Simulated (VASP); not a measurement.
**Ta3SiO4: single point with PBE**

Crystal: Ta3SiO4.

```xyz
8
Lattice="4.3506 0.0000 0.0000 0.0000 4.3506 0.0000 0.0000 0.0000 4.3506" Properties=species:S:1:pos:R:3 pbc="T T T"
Ta    0.0000    2.1753    2.1753
Ta    2.1753    0.0000    2.1753
Ta    2.1753    2.1753    0.0000
Si    0.0000    0.0000    0.0000
O     2.1753    0.0000    0.0000
O     2.1753    2.1753    2.1753
O     0.0000    0.0000    2.1753
O     0.0000    2.1753    0.0000
```

```
Program                : VASP 6.6.1
Task                   : single point
Functional             : PBE
Potentials or basis    : VASP PAW PBE potentials, release 64 (Ta_pv, Si, O)
Cutoff                 : 520 eV
k mesh                 : 4 × 4 × 4
Occupations            : gaussian, width 0.1 eV
Spin                   : no spin polarisation
Dipole correction      : no
Further INCAR settings : ALGO = Normal; EDIFF = 1e-06; NBANDS = 40
```

The pressure is 27.2 GPa.

Levels at points of the mesh, in eV from the Fermi level:
| k point | band 27 | band 28 | band 29 | band 30 | band 31 | band 32 | band 33 | band 34 |
| --- | --- | --- | --- | --- | --- | --- | --- | --- |
| (0.00, 0.00, 0.00) | -4.76 | -4.76 | -4.76 | -0.66 | -0.66 | -0.66 | 0.05 | 0.69 |
| (0.50, 0.00, 0.00) | -2.53 | -1.90 | -0.91 | -0.91 | -0.34 | -0.34 | -0.14 | 1.17 |
| (0.50, 0.50, 0.00) | -0.70 | -0.26 | -0.25 | -0.25 | 0.02 | 0.02 | 0.48 | 0.83 |
| (0.50, 0.50, 0.50) | -0.30 | -0.30 | 0.50 | 0.79 | 0.79 | 0.79 | 1.28 | 1.68 |

Wall time 42 s on 1 thread of AMD EPYC 7R43 64-Core Processor (Zen 3), with other jobs on the host, peak memory 0.15 GiB.

Caveat: the k points lie up to 0.36 Å⁻¹ apart; spin-orbit coupling is left out, which moves the levels of the heavy elements; an odd number of electrons without spin polarisation forces a metal; a magnetic or distorted state may lie lower.
